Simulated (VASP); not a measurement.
# ZnSe3 (Pm-3m) in VASP: a series of runs, part 2 of 2

VASP 6.6.1.

## 4. Relaxation of cell and atoms, PBE

This run uses another cell than the first one, of 23.85 Å³/atom.

File INCAR:

```
ALGO = Normal
EDIFF = 1E-7
EDIFFG = -0.04
ENCUT = 500
GGA = PE
GGA_COMPAT = F
IBRION = 2
ISIF = 3
ISMEAR = 0
LASPH = T
LCHARG = F
LREAL = F
LWAVE = F
NELM = 120
NELMIN = 4
NSW = 90
PREC = Accurate
SIGMA = 0.1
```

File KPOINTS:

```
k-points
0
Gamma
  4 4 4
```

File POSCAR:

```
ZnSe3
1.0
    4.5691870700      0.0000000000      0.0000000000
    0.0000000000      4.5691870700      0.0000000000
    0.0000000000      0.0000000000      4.5691870700
Zn Se
1 3
Direct
    0.0000000000      0.0000000000      0.0000000000
    0.5000000000      0.0000000000      0.5000000000
    0.0000000000      0.5000000000      0.5000000000
    0.5000000000      0.5000000000      0.0000000000
```

Potentials or basis: VASP PAW PBE potentials, release 64 (Zn, Se).

On the command line:

```bash
$ cat potpaw_PBE.64/Zn/POTCAR potpaw_PBE.64/Se/POTCAR > POTCAR
$ mpirun -np 1 vasp_std > vasp.out
```

OUTCAR:

```text
EDIFF = 1E-7
   EDIFFG = -0.04
   ENCUT = 500
   GGA = PE
   IBRION = 2
   ISIF = 3
   ISMEAR = 0
   LASPH = T
   LREAL = F
   NELM = 120
   NELMIN = 4
   NSW = 90
   PREC = Accurate

 ion  position               nearest neighbor table
   1  0.000  0.000  0.000-
   2  0.500  0.000  0.500-
   3  0.000  0.500  0.500-
   4  0.500  0.500  0.000-

  LATTYP: Found a simple cubic cell.
 ALAT       =     4.5691870700

  Lattice vectors:

 A1 = (   4.5691870700,   0.0000000000,   0.0000000000)
 A2 = (   0.0000000000,   4.5691870700,   0.0000000000)
 A3 = (   0.0000000000,   0.0000000000,   4.5691870700)

Analysis of symmetry for initial positions (statically):
=====================================================================
 Subroutine PRICEL returns:
 Original cell was already a primitive cell.

[... 163 lines left out ...]

 val. band max:        2.8999620580   @ k =   0.5000   0.2500   0.2500
 cond. band min:       2.9948951955   @ k =   0.2500   0.2500   0.2500
 fundamental gap:      0.0949331375
 Fermi energy:         2.9673629632

 k-point     1 :       0.0000    0.0000    0.0000
  band No.  band energies     occupation
      1     -11.4430      2.00000
      2      -8.7242      2.00000
      3      -8.7242      2.00000
      4      -3.6061      2.00000
      5      -3.6061      2.00000
      6      -3.6061      2.00000
[... 284 lines left out ...]
--------------------------------------- Ionic step        3  -------------------------------------------

 number of electron      29.9999988 magnetization

 Free energy of the ion-electron system (eV)
  ---------------------------------------------------
  ext. energy  EPLUGINS =         0.00000000
  ---------------------------------------------------
  free energy    TOTEN  =        -9.58479539 eV

  energy without entropy =       -9.57154053  energy(sigma->0) =       -9.57816796

 E-fermi :   4.6517     XC(G=0): -10.4729

 val. band max:        4.4706072711   @ k =   0.5000   0.2500   0.2500
 cond. band min:       4.7003733888   @ k =   0.2500   0.2500   0.2500
 fundamental gap:      0.2297661177
 Fermi energy:         4.6516684464

 k-point     1 :       0.0000    0.0000    0.0000
  band No.  band energies     occupation
      1     -10.9960      2.00000
      2      -7.2113      2.00000
      3      -7.2113      2.00000
      4      -2.1423      2.00000
      5      -2.1423      2.00000
      6      -2.1423      2.00000
[... 240 lines left out ...]
  FREE ENERGIE OF THE ION-ELECTRON SYSTEM (eV)
  ---------------------------------------------------
  free  energy   TOTEN  =        -9.5847953864 eV

  energy  without entropy=       -9.5715405341  energy(sigma->0) =       -9.57816796

 reached required accuracy - stopping structural energy minimisation
```

OSZICAR:

```text
N       E                     dE             d eps       ncg     rms          rms(c)
DAV:   1     0.174910711780E+03    0.17491E+03   -0.13531E+04   380   0.153E+03
DAV:   2     0.587317266067E+01   -0.16904E+03   -0.16369E+03   449   0.293E+02
DAV:   3    -0.909579427503E+01   -0.14969E+02   -0.14137E+02   455   0.850E+01
[... 30 lines left out ...]
DAV:   5    -0.958479467222E+01    0.67492E-04   -0.88299E-05   493   0.152E-01    0.104E-02
DAV:   6    -0.958479628278E+01   -0.16106E-05   -0.34105E-05   392   0.628E-02    0.594E-03
DAV:   7    -0.958479564057E+01    0.64221E-06   -0.19834E-06   395   0.230E-02    0.236E-03
DAV:   8    -0.958479541005E+01    0.23052E-06   -0.79917E-07   305   0.147E-02    0.663E-04
DAV:   9    -0.958479538644E+01    0.23602E-07   -0.43723E-08   190   0.317E-03
   3 F= -.95847954E+01 E0= -.95781680E+01  d E =-.359431E+00
```

Wall time 81 s (1 thread of Intel Xeon 8259CL, shared host); peak memory 0.21 GiB.

Results:

```yaml
Free_energy: -9.5848 eV
Relaxed_volume: 20.28 Å³/atom
Relaxed_cell: a = 4.329 Å, b = 4.329 Å, c = 4.329 Å, α = 90.00°, β = 90.00°, γ = 90.00°
Space_group_after_relaxing_to_0.1_Å: Pm-3m (No. 221)
Energy_gained_by_relaxing: 89.9 meV/atom
Ionic_steps: 3
Pressure_after_relaxing: 0.0 GPa
Band_gap_on_the_k_mesh: zero (bands 15 and 16 overlap by 1.93 eV)
```

The path:
```tsv
step	energy change (eV)	largest force (eV/Å)	pressure (GPa)	volume (Å³)
1	0.0000	0.0000	-6.87	95.39
2	-0.3576	0.0000	-0.66	81.97
3	-0.3594	0.0000	-0.03	81.12
```

Final structure:
```
CELL_PARAMETERS angstrom
4.32883 0.00000 0.00000
0.00000 4.32883 0.00000
0.00000 0.00000 4.32883
ATOMIC_POSITIONS crystal
Zn 0.00000 0.00000 0.00000
Se 0.50000 0.00000 0.50000
Se 0.00000 0.50000 0.50000
Se 0.50000 0.50000 0.00000
```

## 5. Single point, PBE

This run uses another cell than the first one, of 20.25 Å³/atom.

File INCAR:

```
SYSTEM = ZnSe3
PREC = Accurate
ENCUT = 500
EDIFF = 1E-6
ISMEAR = 0
SIGMA = 0.1
LREAL = .False.
LASPH = .True.
NELM = 120
ALGO = Normal
ISIF = 2
LWAVE = .False.
LCHARG = .True.
GGA = PE
LELF = .True.
LVHAR = .True.
NBANDS = 23
GGA_COMPAT = .False.
```

File KPOINTS:

```
Automatic mesh
0
Gamma
  12 12 12
  0 0 0
```

File POSCAR:

```
ZnSe3
1.0
    4.3267137938      0.0000000000      0.0000000000
    0.0000000000      4.3267137938      0.0000000000
    0.0000000000      0.0000000000      4.3267137938
Zn Se
1 3
Direct
    0.0000000000      0.0000000000      0.0000000000
    0.5000000000      0.0000000000      0.5000000000
    0.0000000000      0.5000000000      0.5000000000
    0.5000000000      0.5000000000      0.0000000000
```

On the command line:

```bash
$ cat potpaw_PBE.64/Zn/POTCAR potpaw_PBE.64/Se/POTCAR > POTCAR
$ mpirun -np 1 vasp_std > vasp.out
```

Run time: 1.7 min. Hardware: 1 thread of Intel Xeon 8259CL, shared host; peak memory 0.27 GiB.

The run converged. Its results:

```yaml
Free_energy: -9.6762 eV
Pressure: 0.0 GPa
Band_gap_on_the_k_mesh: zero (bands 15 and 16 overlap by 2.13 eV)
```

Levels at points of the mesh, in eV from the Fermi level:
| k point | band 11 | band 12 | band 13 | band 14 | band 15 | band 16 | band 17 | band 18 | band 19 | band 20 |
| --- | --- | --- | --- | --- | --- | --- | --- | --- | --- | --- |
| (0.00, 0.00, 0.00) | -5.42 | -2.15 | -0.98 | -0.98 | -0.98 | 0.87 | 0.87 | 0.87 | 5.73 | 5.73 |
| (0.50, 0.00, 0.00) | -4.05 | -2.91 | -2.91 | -2.15 | -2.02 | 0.58 | 0.58 | 2.19 | 2.95 | 5.58 |
| (0.50, 0.50, 0.00) | -2.89 | -2.89 | -2.65 | -2.21 | -2.21 | 0.84 | 1.36 | 1.59 | 2.83 | 6.44 |
| (0.50, 0.50, 0.50) | -5.92 | -5.92 | -2.95 | 1.51 | 1.51 | 1.63 | 1.63 | 1.63 | 8.37 | 8.37 |

## 6. Single point, PBE

This run uses another cell than the first one, of 20.25 Å³/atom.

File INCAR:

```
SYSTEM = ZnSe3
PREC = Accurate
ENCUT = 500
EDIFF = 1E-6
ISMEAR = 0
SIGMA = 0.1
LREAL = .FALSE.
LASPH = .TRUE.
NELM = 120
ALGO = Normal
ISIF = 2
LWAVE = .FALSE.
LCHARG = .FALSE.
GGA = PE
NBANDS = 23
GGA_COMPAT = .FALSE.
```

File KPOINTS:

```
regular mesh
0
G
  12 12 12
  0 0 0
```

File POSCAR:

```
ZnSe3
1.0
    4.3267137750      0.0000000000      0.0000000000
    0.0000000000      4.3267137750      0.0000000000
    0.0000000000      0.0000000000      4.3267137750
Zn Se
1 3
Direct
    0.0000000000      0.0000000000      0.0000000000
    0.5000000000      0.0000000000      0.5000000000
    0.0000000000      0.5000000000      0.5000000000
    0.5000000000      0.5000000000      0.0000000000
```

Potentials or basis: VASP PAW PBE potentials, release 64 (Zn, Se).

On the command line:

```bash
$ cat potpaw_PBE.64/Zn/POTCAR potpaw_PBE.64/Se/POTCAR > POTCAR
$ mpirun -np 1 vasp_std > vasp.out
```

Wall time 1.8 min (1 thread of Intel Xeon 8259CL, shared host); peak memory 0.27 GiB.

The run converged. Its results:

* Free energy: -9.6762 eV
* Pressure: 0.0 GPa
* Band gap on the k mesh: zero (bands 15 and 16 overlap by 2.13 eV)

Levels at points of the mesh, in eV from the Fermi level:
```
           k point  band 13  band 14  band 15  band 16  band 17  band 18
(0.00, 0.00, 0.00)    -0.98    -0.98    -0.98     0.87     0.87     0.87
(0.50, 0.00, 0.00)    -2.91    -2.15    -2.02     0.58     0.58     2.19
(0.50, 0.50, 0.00)    -2.65    -2.21    -2.21     0.84     1.36     1.59
(0.50, 0.50, 0.50)    -2.95     1.51     1.51     1.63     1.63     1.63
```

## 7. Summary

```tsv
task	cell	k mesh	gap on the mesh (eV)	pressure (GPa)
single point	a = 4.321 Å, 4 atoms	4 × 4 × 4	none	0.3
single point	a = 4.569 Å, 4 atoms	4 × 4 × 4	none	-6.9
relaxation of cell and atoms	relaxed from a = 4.569 Å, 4 atoms	4 × 4 × 4	none	0.0
single point	a = 4.327 Å, 4 atoms	12 × 12 × 12	none	0.0
```

Alike in all rows: level PBE; potentials or basis VASP PAW PBE potentials, release 64 (Zn, Se); no spin polarisation; cutoff (eV) 500; smearing gaussian 0.1 eV.

Caveats: some runs use coarse meshes; the cell stands under tension (at least some runs).

Absolute energies hang on the potentials; compare differences alone.
